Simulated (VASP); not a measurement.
# Fe (P6_3/mmc) in VASP: a series of runs

The runs below take Fe through single point, with BLYP.

Program: VASP 6.6.1. These are calculated values, not measurements. Logs are shortened: lines on timing, memory, paths and dates and some standing lists are left out, and cuts for length are marked.

## 1. The cell of the first run

The structure is hexagonal, space group P6_3/mmc (No. 194). The conventional cell has a = 2.485 Å, b = 2.485 Å, c = 7.988 Å, α = 90.00°, β = 90.00°, γ = 120.00°. Fe (site symmetry -3m) has 12 Fe at 2.46 to 2.48 Å within 3.2 Å. Fe (site symmetry -6m2) has 12 Fe at 2.46 to 2.48 Å within 3.2 Å.

This isn't the form of Fe at room conditions, which is bcc.

## 2. Single point, BLYP

Contents of INCAR:

```
  PREC = Accurate
  ENCUT = 520
  EDIFF = 1E-6
  ISMEAR = -1
  SIGMA = 0.1
  LREAL = F
  LASPH = T
  NELM = 100
  ALGO = Normal
  ISIF = 2
  LWAVE = F
  LCHARG = F
  GGA = B5
  ALDAX = 1.0
  AGGAX = 1.0
  AGGAC = 1.0
  ALDAC = 0.0
  NBANDS = 24
```

Contents of KPOINTS:

```
regular mesh
0
Gamma
  14 14 4
```

Contents of POSCAR:

```
Fe
1.0
    2.4845588063      0.0000000000      0.0000000000
   -1.2422794032      2.1516910434      0.0000000000
    0.0000000000      0.0000000000      7.9878117839
Fe
4
Direct
    0.0000000000      0.0000000000      0.0000000000
    0.0000000000      0.0000000000      0.5000000000
    0.3333333333      0.6666666667      0.2500000000
    0.6666666667      0.3333333333      0.7500000000
```

Potentials or basis: VASP PAW PBE potentials, release 64 (Fe).

The run is started by

```sh
$ cat potpaw_PBE.64/Fe/POTCAR > POTCAR
$ mpirun -np 1 vasp_std > vasp.out
```

OUTCAR:

```text
PREC = Accurate
   ENCUT = 520
   EDIFF = 1E-6
   ISMEAR = -1
   LREAL = F
   LASPH = T
   NELM = 100
   ISIF = 2
   GGA = B5

 ion  position               nearest neighbor table
   1  0.000  0.000  0.000-   3 2.46   4 2.46   3 2.46   4 2.46   4 2.46   3 2.46
   2  0.000  0.000  0.500-   3 2.46   4 2.46   3 2.46   4 2.46   4 2.46   3 2.46
   3  0.333  0.667  0.250-   1 2.46   2 2.46   1 2.46   2 2.46   1 2.46   2 2.46
   4  0.667  0.333  0.750-   1 2.46   2 2.46   1 2.46   2 2.46   1 2.46   2 2.46

  LATTYP: Found a hexagonal cell.
 ALAT       =     2.4845588063
 C/A-ratio  =     3.2149819773

  Lattice vectors:

 A1 = (   2.4845588063,   0.0000000000,   0.0000000000)
 A2 = (  -1.2422794032,   2.1516910434,   0.0000000000)
 A3 = (   0.0000000000,   0.0000000000,   7.9878117839)

Analysis of symmetry for initial positions (statically):
=====================================================================
 Subroutine PRICEL returns:
 Original cell was already a primitive cell.

 Routine SETGRP: Setting up the symmetry group for a
 hexagonal supercell.

 Subroutine GETGRP returns: Found 24 space group operations
 (whereof 12 operations were pure point group operations)
 out of a pool of 24 trial point group operations.

The static configuration has the point symmetry D_3d.
 The point group associated with its full space group is D_6h.

Analysis of symmetry for dynamics (positions and initial velocities):
=====================================================================
 Subroutine PRICEL returns:
 Original cell was already a primitive cell.

 Routine SETGRP: Setting up the symmetry group for a
 hexagonal supercell.

 Subroutine GETGRP returns: Found 24 space group operations
 (whereof 12 operations were pure point group operations)
 out of a pool of 24 trial point group operations.

The dynamic configuration has the point symmetry D_3d.
 The point group associated with its full space group is D_6h.

 Subroutine INISYM returns: Found 24 space group operations
 (whereof 12 operations are pure point group operations),
 and found     1 'primitive' translations

----------------------------------------------------------------------------------------

                                     Primitive cell

  volume of cell :      42.7029

  direct lattice vectors                    reciprocal lattice vectors
     2.484558806  0.000000000  0.000000000     0.402485945  0.232375369  0.000000000
    -1.242279403  2.151691043  0.000000000     0.000000000  0.464750738  0.000000000
     0.000000000  0.000000000  7.987811784     0.000000000  0.000000000  0.125190731

  length of vectors
     2.484558806  2.484558806  7.987811784     0.464750738  0.464750738  0.125190731

  position of ions in fractional coordinates (direct lattice)
     0.000000000  0.000000000  0.000000000
     0.000000000  0.000000000  0.500000000
     0.333333333  0.666666667  0.250000000
     0.666666667  0.333333333  0.750000000

  ion indices of the primitive-cell ions
   primitive index   ion index
                 1           1
                 2           2
                 3           3
                 4           4

----------------------------------------------------------------------------------------

 KPOINTS: regular mesh

Automatic generation of k-mesh.
 Grid dimensions read from file:
 generate k-points for:   14   14    4

 Generating k-lattice:

  Cartesian coordinates                     Fractional coordinates (reciprocal lattice)
     0.028748996  0.016598241  0.000000000     0.071428571  0.000000000  0.000000000
     0.000000000  0.033196481  0.000000000     0.000000000  0.071428571  0.000000000
     0.000000000  0.000000000  0.031297683     0.000000000  0.000000000  0.250000000

  Length of vectors
     0.033196481  0.033196481  0.031297683

  Shift w.r.t. Gamma in fractional coordinates (k-lattice)
     0.000000000  0.000000000  0.000000000

 Subroutine IBZKPT returns following result:
 ===========================================

 Found     72 irreducible k-points:

 Following reciprocal coordinates:
            Coordinates               Weight
  0.000000  0.000000  0.000000      1.000000
  0.071429  0.000000  0.000000      6.000000
  0.142857  0.000000  0.000000      6.000000
  0.214286 -0.000000  0.000000      6.000000
  0.285714  0.000000  0.000000      6.000000
  0.357143  0.000000  0.000000      6.000000
[... 16 lines left out ...]
  0.285714  0.285714  0.000000      6.000000
  0.357143  0.285714  0.000000      6.000000
 [... further k-points ...]
   k-points           NKPTS =     72   k-points in BZ     NKDIM =     72   number of bands    NBANDS=     24
   number of dos      NEDOS =    301   number of ions     NIONS =      4
   total plane-waves  NPLWV =  19440
   dimension x,y,z NGX =    18 NGY =   18 NGZ =   60
   dimension x,y,z NGXF=    36 NGYF=   36 NGZF=  120
   ions per type =               4
   NGX,Y,Z   is equivalent  to a cutoff of  12.04, 12.04, 12.49 a.u.
   NGXF,Y,Z  is equivalent  to a cutoff of  24.09, 24.09, 24.97 a.u.
 SYSTEM =  unknown system
   PREC   = accura    normal or accurate (medium, high low for compatibility)
   ISTART =      0    job   : 0-new  1-cont  2-samecut
   ICHARG =      2    charge: 1-file 2-atom 10-const
   ISPIN  =      1    spin polarized calculation?
   LNONCOLLINEAR =      F non collinear calculations
   LSORBIT =      F    spin-orbit coupling
   LASPH  =      T    aspherical Exc in radial PAW
   ENCUT  =  520.0 eV  38.22 Ry    6.18 a.u.   4.62  4.62 14.85*2*pi/ulx,y,z
   NELM   =    100;   NELMIN=  2; NELMDL= -5     # of ELM steps
   EDIFF  = 0.1E-05   stopping-criterion for ELM
   LREAL  =      F    real-space projection
   EDIFFG = 0.1E-04   stopping-criterion for IOM
   NSW    =      0    number of steps for IOM
   IBRION =     -1    ionic relax: 0-MD 1-quasi-New 2-CG
   NFREE  =      0    steps in history (QN), initial steepest desc. (CG)
   ISIF   =      2    stress and relaxation
   ISYM   =      2    0-nonsym 1-usesym 2-fastsym
   POTIM  = 0.5000    time-step for ionic-motion
   TEBEG  =    0.0;   TEEND  =   0.0 temperature during run
   PSTRESS=    0.0 pullay stress
   NELECT =      32.0000    total number of electrons
   NUPDOWN=      -1.0000    fix difference up-down
   EMIN   =  10.00;   EMAX   =-10.00  energy-range for DOS
   EFERMI =   0.00;   METHOD = LEGACY
   ISMEAR =    -1;   SIGMA  =   0.10  broadening in eV -4-tet -1-fermi 0-gaus
   EFERMI_NEDOS =   21; number of points for ismear=-14 and -15
   IALGO  =     38    algorithm
   IMIX   =      4    mixing-type and parameters
     AMIX     =   0.40;   BMIX     =  1.00
     AMIX_MAG =   1.60;   BMIX_MAG =  1.00
  volume/ion in A,a.u.               =      10.68        72.04
  Fermi-wavevector in a.u.,A,eV,Ry     =   1.486982  2.809989 30.084067  2.211117
  Thomas-Fermi vector in A             =   2.600200
   LORBIT       =      0    0 simple, 1 ext, 2 COOP (PROOUT), +10 PAW based schemes
   GGA     = B5    functional components
   LHFCALC =     F    Hartree Fock is set to
   AEXX    =    0.0000 exact exchange contribution
   IVDW    =     0    specifies the selected vdW correction
   LEPSILON=     F    determine dielectric tensor
   LRPA    =     F    only Hartree local field effects (RPA)
 non-spin polarized calculation
  energy-cutoff  :      520.00
  volume of cell :       42.70
 maximum number of plane-waves:      1172
   NGX =  9   NGY =  9   NGZ = 29

 number of electron      31.9999987 magnetization

 Free energy of the ion-electron system (eV)
  ---------------------------------------------------
  ext. energy  EPLUGINS =         0.00000000
  ---------------------------------------------------
  free energy    TOTEN  =       -28.13260184 eV

  energy without entropy =      -27.89177988  energy(sigma->0) =      -28.01219086

 E-fermi :   6.8640     XC(G=0): -12.8883

 val. band max:        6.8629828277   @ k =   0.1429   0.0714   0.2500
 cond. band min:       6.8683569648   @ k =   0.2143  -0.0000   0.2500
 fundamental gap:      0.0053741371
 Fermi energy:         6.8640133902

 k-point     1 :       0.0000    0.0000    0.0000
  band No.  band energies     occupation
      1      -1.5743      2.00000
      2       0.7333      2.00000
      3       0.7388      2.00000
      4       2.2762      2.00000
      5       4.8956      2.00000
      6       4.9026      2.00000
[... 16 lines left out ...]
     23       7.6956      0.00049
     24       7.6956      0.00049

 k-point     2 :       0.0714    0.0000    0.0000
  band No.  band energies     occupation
      1      -1.3893      2.00000
      2       0.8915      2.00000
      3       0.8964      2.00000
      4       2.4024      2.00000
      5       4.7334      2.00000
      6       4.8209      2.00000
[... 16 lines left out ...]
     23       7.7087      0.00043
     24       8.8324      0.00000

 k-point     3 :       0.1429    0.0000    0.0000
  band No.  band energies     occupation
      1      -0.8504      2.00000
      2       1.3293      2.00000
      3       1.3319      2.00000
      4       2.7398      2.00000
      5       4.4329      2.00000
      6       4.6262      2.00000
[... 16 lines left out ...]
     23       7.7444      0.00030
     24      10.2316      0.00000
[... 514 lines left out ...]
 k-point    23 :       0.2857    0.2857    0.0000
  band No.  band energies     occupation
      1       3.3094      2.00000
      2       3.3436      2.00000
      3       3.3665      2.00000
      4       3.5279      2.00000
      5       3.7082      2.00000
      6       3.8036      2.00000
[... 16 lines left out ...]
     23      12.3764      0.00000
     24      14.6848      0.00000

 k-point    24 :       0.3571    0.2857    0.0000
  band No.  band energies     occupation
      1       3.3005      2.00000
      2       3.4510      2.00000
      3       3.6123      2.00000
      4       3.6402      2.00000
      5       3.8210      2.00000
      6       3.8756      2.00000
[... 16 lines left out ...]
     23      13.5382      0.00000
     24      13.6430      0.00000

 [... further k-points ...]

------------------------ aborting loop because EDIFF is reached ----------------------------------------

  FORCE on cell =-STRESS in cart. coord.  units (eV):
  Direction    XX          YY          ZZ          XY          YZ          ZX
  --------------------------------------------------------------------------------------
  -------------------------------------------------------------------------------------
  Total        0.0339602      0.0339602      0.0136330     -0.0000000     -0.0000000     -0.0000000
  in kB        1.2741605      1.2741605      0.5115009     -0.0000000     -0.0000000     -0.0000000
  external PRESSURE =       1.0199406 kB  Pullay stress =       0.0000000 kB

 VOLUME and BASIS-vectors are now :
 -----------------------------------------------------------------------------
  energy-cutoff  :      520.00
  volume of cell :       42.70
      direct lattice vectors                 reciprocal lattice vectors
     2.484558806  0.000000000  0.000000000     0.402485945  0.232375369  0.000000000
    -1.242279403  2.151691043  0.000000000     0.000000000  0.464750738  0.000000000
     0.000000000  0.000000000  7.987811784     0.000000000  0.000000000  0.125190731

 POSITION                                       TOTAL-FORCE (eV/Angst)
 -----------------------------------------------------------------------------------
      0.00000      0.00000      0.00000        -0.000000      0.000000      0.000000
      0.00000      0.00000      3.99391        -0.000000      0.000000      0.000000
     -0.00000      1.43446      1.99695        -0.000000     -0.000000     -0.000000
      1.24228      0.71723      5.99086         0.000000      0.000000      0.000000
 -----------------------------------------------------------------------------------
    total drift:                                0.000000     -0.000000      0.000000

  FREE ENERGIE OF THE ION-ELECTRON SYSTEM (eV)
  ---------------------------------------------------
  free  energy   TOTEN  =       -28.1326018391 eV

  energy  without entropy=      -27.8917798787  energy(sigma->0) =      -28.01219086
```

It took 1.7 min on 1 thread of Intel Xeon 8259CL, shared host; peak memory 0.19 GiB.

What came out:

```
Free energy            : -28.1326 eV
Pressure               : 0.1 GPa
Band gap on the k mesh : zero (bands 16 and 17 overlap by 1.64 eV)
```

Caveat: the PAW data sets were made with another functional, which shifts forces and pressure a little; the run has no spin polarisation, though such a crystal can be magnetic. Spin polarisation is off, so any magnetic state and its effect on volume and gap are missing.

## 3. Single point, BLYP (9.39 Å³/atom)

This run uses another cell than the first one, of 9.39 Å³/atom.

Contents of INCAR:

```
AGGAC    = 1.0          
AGGAX    = 1.0          
ALDAC    = 0.0          
ALDAX    = 1.0          
ALGO     = Normal         # electronic algorithm
EDIFF    = 1E-7           # SCF threshold, eV
ENCUT    = 520            # plane-wave cutoff, eV
GGA      = B5             # functional
ISIF     = 2              # what is computed and relaxed
ISMEAR   = -1             # smearing method
LASPH    = True           # aspherical terms in the spheres
LCHARG   = False          # write CHGCAR
LREAL    = False          # projectors in reciprocal space
LWAVE    = False          # write WAVECAR
NBANDS   = 24             # bands
NELM     = 100            # most SCF steps
PREC     = Accurate       # precision mode
SIGMA    = 0.1            # smearing width, eV
```

Contents of KPOINTS:

```
k-points
0
Gamma
  16 16 5
```

Contents of POSCAR:

```
Fe
1.0
    2.3809128801      0.0000000000      0.0000000000
   -1.1904564401      2.0619310384      0.0000000000
    0.0000000000      0.0000000000      7.6545919991
Fe
4
Direct
    0.0000000000      0.0000000000      0.0000000000
    0.0000000000      0.0000000000      0.5000000000
    0.3333333333      0.6666666667      0.2500000000
    0.6666666667      0.3333333333      0.7500000000
```

Potentials or basis: VASP PAW PBE potentials, release 64 (Fe).

The run is started by

```sh
$ cat potpaw_PBE.64/Fe/POTCAR > POTCAR
$ mpirun -np 1 vasp_std > vasp.out
```

It took 2.1 min on 1 thread of Intel Xeon 8259CL, shared host; peak memory 0.19 GiB.

The run converged. Its results:

```
Free energy            : -27.5148 eV
Pressure               : 43.4 GPa
Band gap on the k mesh : zero (bands 16 and 17 overlap by 2.04 eV)
```

Stress tensor (GPa, compression positive):
```
43.12  0.00  0.00
 0.00 43.12  0.00
 0.00  0.00 43.93
```

Levels at points of the mesh, in eV from the Fermi level:
| k point | band 13 | band 14 | band 15 | band 16 | band 17 | band 18 | band 19 | band 20 |
| --- | --- | --- | --- | --- | --- | --- | --- | --- |
| (0.00, 0.00, 0.00) | -1.59 | -1.51 | -1.51 | -0.55 | -0.55 | -0.04 | -0.04 | 0.38 |
| (0.50, 0.00, 0.00) | -0.63 | 1.02 | 1.03 | 1.12 | 1.12 | 1.16 | 1.25 | 1.30 |

Caveat: the cell stands under pressure; the PAW data sets were made with another functional, which shifts forces and pressure a little; the run has no spin polarisation, though such a crystal can be magnetic.
